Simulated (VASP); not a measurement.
# MgS in VASP: notebook

The runs below take MgS through electric field gradients, with PBEsol.

All numbers are computed with VASP 6.6.1; they aren't measurements. Logs are shortened: lines on timing, memory, paths and dates and some standing lists are left out, and cuts for length are marked.

## 1. The cell of the first run

It takes space group I4/mmm (No. 139, tetragonal). Conventional cell: a = 3.679 Å, b = 3.679 Å, c = 5.307 Å, α = 90.00°, β = 90.00°, γ = 90.00°. Mg (site symmetry 4/mmm) has 6 S at 2.60 to 2.65 Å within 3.4 Å. S (site symmetry 4/mmm) has 6 Mg at 2.60 to 2.65 Å within 3.4 Å.

## 2. Electric field gradients, PBEsol (zz strain of +2 %)

File INCAR:

```
SYSTEM = MgS
  PREC = Accurate
  ENCUT = 520
  EDIFF = 1E-8
  ISMEAR = -1
  SIGMA = 0.03
  LREAL = .FALSE.
  LASPH = .TRUE.
  NELM = 60
  ALGO = Normal
  ISIF = 2
  LWAVE = .FALSE.
  LCHARG = .FALSE.
  GGA = PS
  LEFG = .TRUE.
  NBANDS = 11
```

File KPOINTS:

```
Automatic mesh
0
G
  10 10 10
  0 0 0
```

File POSCAR:

```
MgS
1.0
    0.0000000000      2.6016500000      2.6536830000
    2.6016500000      0.0000000000      2.6536830000
    2.6016500000      2.6016500000      0.0000000000
Mg S
1 1
Direct
    0.0000000000      0.0000000000      0.0000000000
    0.5000000000      0.5000000000      0.5000000000
```

Potentials or basis: VASP PAW PBE potentials, release 64 (Mg, S).

Command:

```sh
cat potpaw_PBE.64/Mg/POTCAR potpaw_PBE.64/S/POTCAR > POTCAR
mpirun -np 1 vasp_std > vasp.out
```

OUTCAR:

```text
SYSTEM = MgS
   PREC = Accurate
   ENCUT = 520
   EDIFF = 1E-8
   ISMEAR = -1
   LREAL = .FALSE.
   LASPH = .TRUE.
   NELM = 60
   ISIF = 2
   GGA = PS

 ion  position               nearest neighbor table
   1  0.000  0.000  0.000-   2 2.60   2 2.60   2 2.60   2 2.60   2 2.65   2 2.65
   2  0.500  0.500  0.500-   1 2.60   1 2.60   1 2.60   1 2.60   1 2.65   1 2.65

  LATTYP: Found a body centered tetragonal cell.
 ALAT       =     3.6792887145
 C/A-ratio  =     1.4424978336

  Lattice vectors:

 A1 = (  -2.6016500000,   0.0000000000,   2.6536830000)
 A2 = (   2.6016500000,   0.0000000000,   2.6536830000)
 A3 = (   0.0000000000,   2.6016500000,  -2.6536830000)

Analysis of symmetry for initial positions (statically):
=====================================================================
 Subroutine PRICEL returns:
 Original cell was already a primitive cell.

 Routine SETGRP: Setting up the symmetry group for a
 body centered tetragonal supercell.

 Subroutine GETGRP returns: Found 16 space group operations
 (whereof 16 operations were pure point group operations)
 out of a pool of 16 trial point group operations.

The static configuration has the point symmetry D_4h.

Analysis of symmetry for dynamics (positions and initial velocities):
=====================================================================
 Subroutine PRICEL returns:
 Original cell was already a primitive cell.

 Routine SETGRP: Setting up the symmetry group for a
 body centered tetragonal supercell.

 Subroutine GETGRP returns: Found 16 space group operations
 (whereof 16 operations were pure point group operations)
 out of a pool of 16 trial point group operations.

The dynamic configuration has the point symmetry D_4h.

 Subroutine INISYM returns: Found 16 space group operations
 (whereof 16 operations are pure point group operations),
 and found     1 'primitive' translations

----------------------------------------------------------------------------------------

                                     Primitive cell

  volume of cell :      35.9233

  direct lattice vectors                    reciprocal lattice vectors
     0.000000000  2.601650000  2.653683000    -0.192185728  0.192185728  0.188417381
     2.601650000  0.000000000  2.653683000     0.192185728 -0.192185728  0.188417381
     2.601650000  2.601650000  0.000000000     0.192185728  0.192185728 -0.188417381

  length of vectors
     3.716263740  3.716263740  3.679288715     0.330714103  0.330714103  0.330714103

  position of ions in fractional coordinates (direct lattice)
     0.000000000  0.000000000  0.000000000
     0.500000000  0.500000000  0.500000000

  ion indices of the primitive-cell ions
   primitive index   ion index
                 1           1
                 2           2

----------------------------------------------------------------------------------------

 KPOINTS: Automatic mesh

Automatic generation of k-mesh.
 Grid dimensions read from file:
 generate k-points for:   10   10   10

 Generating k-lattice:

  Cartesian coordinates                     Fractional coordinates (reciprocal lattice)
    -0.019218573  0.019218573  0.018841738     0.100000000 -0.000000000  0.000000000
     0.019218573 -0.019218573  0.018841738    -0.000000000  0.100000000  0.000000000
     0.019218573  0.019218573 -0.018841738     0.000000000  0.000000000  0.100000000

  Length of vectors
     0.033071410  0.033071410  0.033071410

  Shift w.r.t. Gamma in fractional coordinates (k-lattice)
     0.000000000  0.000000000  0.000000000

 Subroutine IBZKPT returns following result:
 ===========================================

 Found    102 irreducible k-points:

 Following reciprocal coordinates:
            Coordinates               Weight
  0.000000  0.000000  0.000000      1.000000
  0.100000  0.000000  0.000000      8.000000
  0.200000  0.000000  0.000000      8.000000
  0.300000 -0.000000  0.000000      8.000000
  0.400000  0.000000  0.000000      8.000000
  0.500000 -0.000000  0.000000      4.000000
[... 16 lines left out ...]
  0.300000  0.300000  0.000000      2.000000
  0.400000  0.300000  0.000000      8.000000
 [... further k-points ...]
   k-points           NKPTS =    102   k-points in BZ     NKDIM =    102   number of bands    NBANDS=     11
   number of dos      NEDOS =    301   number of ions     NIONS =      2
   total plane-waves  NPLWV =  21952
   dimension x,y,z NGX =    28 NGY =   28 NGZ =   28
   dimension x,y,z NGXF=    56 NGYF=   56 NGZF=   56
   ions per type =               1   1
   NGX,Y,Z   is equivalent  to a cutoff of  12.53, 12.53, 12.65 a.u.
   NGXF,Y,Z  is equivalent  to a cutoff of  25.05, 25.05, 25.30 a.u.
 SYSTEM =  MgS
   PREC   = accura    normal or accurate (medium, high low for compatibility)
   ISTART =      0    job   : 0-new  1-cont  2-samecut
   ICHARG =      2    charge: 1-file 2-atom 10-const
   ISPIN  =      1    spin polarized calculation?
   LNONCOLLINEAR =      F non collinear calculations
   LSORBIT =      F    spin-orbit coupling
   LASPH  =      T    aspherical Exc in radial PAW
   ENCUT  =  520.0 eV  38.22 Ry    6.18 a.u.   6.91  6.91  6.84*2*pi/ulx,y,z
   NELM   =     60;   NELMIN=  2; NELMDL= -5     # of ELM steps
   EDIFF  = 0.1E-07   stopping-criterion for ELM
   LREAL  =      F    real-space projection
   EDIFFG = 0.1E-06   stopping-criterion for IOM
   NSW    =      0    number of steps for IOM
   IBRION =     -1    ionic relax: 0-MD 1-quasi-New 2-CG
   NFREE  =      0    steps in history (QN), initial steepest desc. (CG)
   ISIF   =      2    stress and relaxation
   ISYM   =      2    0-nonsym 1-usesym 2-fastsym
   POTIM  = 0.5000    time-step for ionic-motion
   TEBEG  =    0.0;   TEEND  =   0.0 temperature during run
   PSTRESS=    0.0 pullay stress
   NELECT =       8.0000    total number of electrons
   NUPDOWN=      -1.0000    fix difference up-down
   EMIN   =  10.00;   EMAX   =-10.00  energy-range for DOS
   EFERMI =   0.00;   METHOD = LEGACY
   ISMEAR =    -1;   SIGMA  =   0.03  broadening in eV -4-tet -1-fermi 0-gaus
   EFERMI_NEDOS =   21; number of points for ismear=-14 and -15
   IALGO  =     38    algorithm
   IMIX   =      4    mixing-type and parameters
     AMIX     =   0.40;   BMIX     =  1.00
     AMIX_MAG =   1.60;   BMIX_MAG =  1.00
  volume/ion in A,a.u.               =      17.96       121.21
  Fermi-wavevector in a.u.,A,eV,Ry     =   0.992307  1.875188 13.397282  0.984672
  Thomas-Fermi vector in A             =   2.124109
   LORBIT       =      0    0 simple, 1 ext, 2 COOP (PROOUT), +10 PAW based schemes
   GGA     = PS    functional components
   LHFCALC =     F    Hartree Fock is set to
   AEXX    =    0.0000 exact exchange contribution
   IVDW    =     0    specifies the selected vdW correction
   LEPSILON=     F    determine dielectric tensor
   LRPA    =     F    only Hartree local field effects (RPA)
 non-spin polarized calculation
  energy-cutoff  :      520.00
  volume of cell :       35.92
 maximum number of plane-waves:       987
   NGX = 13   NGY = 13   NGZ = 13

 number of electron       8.0000000 magnetization

 Free energy of the ion-electron system (eV)
  ---------------------------------------------------
  ext. energy  EPLUGINS =         0.00000000
  ---------------------------------------------------
  free energy    TOTEN  =        -9.06292144 eV

  energy without entropy =       -9.06292144  energy(sigma->0) =       -9.06292144

 E-fermi :   4.1117     XC(G=0):  -9.7545

 val. band max:        3.5542442590   @ k =   0.0000   0.0000   0.0000
 cond. band min:       6.1327455890   @ k =   0.5000   0.0000   0.5000
 fundamental gap:      2.5785013299
 Fermi energy:         4.1117253762

 k-point     1 :       0.0000    0.0000    0.0000
  band No.  band energies     occupation
      1      -9.0724      2.00000
      2       3.4710      2.00000
      3       3.4710      2.00000
      4       3.5542      2.00000
      5       6.9404      0.00000
      6      11.2329      0.00000
      7      11.4353      0.00000
      8      11.4353      0.00000
      9      13.6492      0.00000
     10      13.9242      0.00000
     11      15.7525      0.00000
[... 309 lines left out ...]
 k-point    24 :       0.4000    0.3000    0.0000
  band No.  band energies     occupation
      1      -7.8546      2.00000
      2      -0.0571      2.00000
      3       1.8985      2.00000
      4       2.1973      2.00000
      5       7.3481      0.00000
      6       8.6706      0.00000
      7      12.6839      0.00000
      8      13.9563      0.00000
      9      15.3995      0.00000
     10      16.6703      0.00000
     11      19.7602      0.00000

 [... further k-points ...]
[... 5 lines left out ...]
  --------------------------------------------------------------------------------------
  -------------------------------------------------------------------------------------
  Total       -0.4250906     -0.4250906     -0.8248464      0.0000000      0.0000000      0.0000000
  in kB      -18.9589929    -18.9589929    -36.7880606      0.0000000      0.0000000      0.0000000
  external PRESSURE =     -24.9020155 kB  Pullay stress =       0.0000000 kB

 VOLUME and BASIS-vectors are now :
 -----------------------------------------------------------------------------
  energy-cutoff  :      520.00
  volume of cell :       35.92
      direct lattice vectors                 reciprocal lattice vectors
     0.000000000  2.601650000  2.653683000    -0.192185728  0.192185728  0.188417381
     2.601650000  0.000000000  2.653683000     0.192185728 -0.192185728  0.188417381
     2.601650000  2.601650000  0.000000000     0.192185728  0.192185728 -0.188417381

 POSITION                                       TOTAL-FORCE (eV/Angst)
 -----------------------------------------------------------------------------------
      0.00000      0.00000      0.00000        -0.000000     -0.000000      0.000000
      2.60165      2.60165      2.65368         0.000000      0.000000      0.000000
 -----------------------------------------------------------------------------------
    total drift:                                0.000000      0.000000      0.000000

  FREE ENERGIE OF THE ION-ELECTRON SYSTEM (eV)
  ---------------------------------------------------
  free  energy   TOTEN  =        -9.0629214373 eV

  energy  without entropy=       -9.0629214373  energy(sigma->0) =       -9.06292144

 Electric field gradients (V/A^2)
---------------------------------------------------------------------
 ion       V_xx      V_yy      V_zz      V_xy      V_xz      V_yz
---------------------------------------------------------------------
   1      -1.542    -1.542     3.084     0.000    -0.000    -0.000
   2      -0.670    -0.670     1.340    -0.001    -0.000    -0.000
---------------------------------------------------------------------

 Electric field gradients after diagonalization (V/A^2)
 (convention: |V_zz| > |V_xx| > |V_yy|)
----------------------------------------------------------------------
 ion       V_xx      V_yy      V_zz     asymmetry (V_yy - V_xx)/ V_zz
----------------------------------------------------------------------
   1      -1.542    -1.542     3.084       0.000
   2      -0.670    -0.669     1.340       0.001
----------------------------------------------------------------------

           NMR quadrupolar parameters

 Cq : quadrupolar parameter    Cq=e*Q*V_zz/h
 eta: asymmetry parameters     (V_yy - V_xx)/ V_zz
 Q  : nuclear electric quadrupole moment in mb (millibarn)
----------------------------------------------------------------------
 ion       Cq(MHz)       eta       Q (mb)
----------------------------------------------------------------------
   1       0.007       0.000       1.000
   2       0.003       0.001       1.000
----------------------------------------------------------------------
```

Run time: 50 s. Hardware: 1 thread of Intel Xeon 8259CL, shared host; peak memory 0.18 GiB.

What came out:

```yaml
Free_energy: -9.0629 eV
Pressure: -2.5 GPa
Band_gap_on_the_k_mesh: 2.58 eV (least direct gap 3.39 eV)
Largest_electric_field_gradient_by_atom: Mg +3.1; S +1.3 V/Å²
```

Stress tensor (GPa, compression positive):
```
-1.90  0.00  0.00
 0.00 -1.90  0.00
 0.00  0.00 -3.68
```

Electric field gradients, principal values (V/Å²):
| atom | least | middle | greatest (by size) |
| --- | --- | --- | --- |
| 1 Mg | -1.542 | -1.542 | 3.084 |
| 2 S | -0.669 | -0.670 | 1.340 |

Caveat: the cell differs from its parent crystal (zz strain of +2 %); without QUAD_EFG the Cq values of the log hold for a quadrupole moment of 1 mb, not for the nuclei; the PAW data sets were made with another functional, which shifts forces and pressure a little.

## 3. Electric field gradients, PBEsol (equal xx and yy strain of +1 %)

File INCAR:

```
SYSTEM = MgS
  ALGO = Normal
  EDIFF = 1E-8
  ENCUT = 520
  GGA = PS
  ISIF = 2
  ISMEAR = -1
  LASPH = .TRUE.
  LCHARG = .FALSE.
  LEFG = .TRUE.
  LREAL = .FALSE.
  LWAVE = .FALSE.
  NBANDS = 11
  NELM = 60
  PREC = Accurate
  SIGMA = 0.03
```

File KPOINTS:

```
k-points
0
G
  10 10 10
  0 0 0
```

File POSCAR:

```
MgS
1.0
    0.0000000000      2.6276665000      2.6016500000
    2.6276665000      0.0000000000      2.6016500000
    2.6276665000      2.6276665000      0.0000000000
Mg S
1 1
Direct
    0.0000000000      0.0000000000      0.0000000000
    0.5000000000      0.5000000000      0.5000000000
```

Potentials or basis: VASP PAW PBE potentials, release 64 (Mg, S).

Command:

```sh
cat potpaw_PBE.64/Mg/POTCAR potpaw_PBE.64/S/POTCAR > POTCAR
mpirun -np 1 vasp_std > vasp.out
```

OUTCAR:

```text
SYSTEM = MgS
   EDIFF = 1E-8
   ENCUT = 520
   GGA = PS
   ISIF = 2
   ISMEAR = -1
   LASPH = .TRUE.
   LREAL = .FALSE.
   NELM = 60
   PREC = Accurate

 ion  position               nearest neighbor table
   1  0.000  0.000  0.000-   2 2.60   2 2.60   2 2.63   2 2.63   2 2.63   2 2.63
   2  0.500  0.500  0.500-   1 2.60   1 2.60   1 2.63   1 2.63   1 2.63   1 2.63

  LATTYP: Found a body centered tetragonal cell.
 ALAT       =     3.7160816017
 C/A-ratio  =     1.4002114479

  Lattice vectors:

 A1 = (   0.0000000000,  -2.6276665000,  -2.6016500000)
 A2 = (   0.0000000000,   2.6276665000,  -2.6016500000)
 A3 = (   2.6276665000,   0.0000000000,   2.6016500000)

Analysis of symmetry for initial positions (statically):
=====================================================================
 Subroutine PRICEL returns:
 Original cell was already a primitive cell.

 Routine SETGRP: Setting up the symmetry group for a
[... 524 lines left out ...]
  energy-cutoff  :      520.00
  volume of cell :       35.93
      direct lattice vectors                 reciprocal lattice vectors
     0.000000000  2.627666500  2.601650000    -0.190282899  0.190282899  0.192185728
     2.627666500  0.000000000  2.601650000     0.190282899 -0.190282899  0.192185728
     2.627666500  2.627666500  0.000000000     0.190282899  0.190282899 -0.192185728

 POSITION                                       TOTAL-FORCE (eV/Angst)
 -----------------------------------------------------------------------------------
      0.00000      0.00000      0.00000        -0.000000     -0.000000     -0.000000
      2.62767      2.62767      2.60165         0.000000      0.000000      0.000000
 -----------------------------------------------------------------------------------
    total drift:                                0.000000      0.000000      0.000000

  FREE ENERGIE OF THE ION-ELECTRON SYSTEM (eV)
  ---------------------------------------------------
  free  energy   TOTEN  =        -9.0648392400 eV

  energy  without entropy=       -9.0648392399  energy(sigma->0) =       -9.06483924

 Electric field gradients (V/A^2)
---------------------------------------------------------------------
 ion       V_xx      V_yy      V_zz      V_xy      V_xz      V_yz
---------------------------------------------------------------------
   1       0.795     0.795    -1.590    -0.000     0.000     0.000
   2       0.339     0.339    -0.678    -0.000    -0.000    -0.000
---------------------------------------------------------------------

 Electric field gradients after diagonalization (V/A^2)
 (convention: |V_zz| > |V_xx| > |V_yy|)
----------------------------------------------------------------------
 ion       V_xx      V_yy      V_zz     asymmetry (V_yy - V_xx)/ V_zz
----------------------------------------------------------------------
   1       0.795     0.795    -1.590       0.000
   2       0.339     0.339    -0.678       0.001
----------------------------------------------------------------------

           NMR quadrupolar parameters

 Cq : quadrupolar parameter    Cq=e*Q*V_zz/h
 eta: asymmetry parameters     (V_yy - V_xx)/ V_zz
 Q  : nuclear electric quadrupole moment in mb (millibarn)
----------------------------------------------------------------------
 ion       Cq(MHz)       eta       Q (mb)
----------------------------------------------------------------------
   1      -0.004       0.000       1.000
   2      -0.002       0.001       1.000
----------------------------------------------------------------------
```

It took 60 s on 1 thread of Intel Xeon 8259CL, shared host; peak memory 0.18 GiB.

Results:

| Property | Result |
| --- | --- |
| Free energy | -9.0648 eV |
| Pressure | -2.5 GPa |
| Band gap on the k mesh | 2.62 eV (least direct gap 3.43 eV) |
| Largest electric field gradient by atom | Mg -1.6; S -0.7 V/Å² |

Levels at points of the mesh, in eV from the valence-band top:
| k point | band 1 | band 2 | band 3 | band 4 | band 5 | band 6 | band 7 | band 8 |
| --- | --- | --- | --- | --- | --- | --- | --- | --- |
| (0.00, 0.00, 0.00) | -12.59 | -0.04 | 0.00 | 0.00 | 3.43 | 7.82 | 7.82 | 7.92 |
| (0.50, 0.00, 0.00) | -11.31 | -4.80 | -0.60 | -0.58 | 4.36 | 6.74 | 6.84 | 9.84 |
| (0.50, 0.50, 0.00) | -10.92 | -4.16 | -1.71 | -1.71 | 2.62 | 4.26 | 11.73 | 12.77 |
| (0.50, 0.00, 0.50) | -10.96 | -4.18 | -1.71 | -1.62 | 2.67 | 4.30 | 11.63 | 12.74 |

Electric field gradients, principal values (V/Å²):
```
atom  least  middle  greatest (by size)
1 Mg  0.795   0.795              -1.590
 2 S  0.339   0.339              -0.678
```

Caveat: the cell differs from its parent crystal (equal xx and yy strain of +1 %); without QUAD_EFG the Cq values of the log hold for a quadrupole moment of 1 mb, not for the nuclei; the PAW data sets were made with another functional, which shifts forces and pressure a little. A k mesh can miss the band edges.

(Continued in part 2 of 2.)
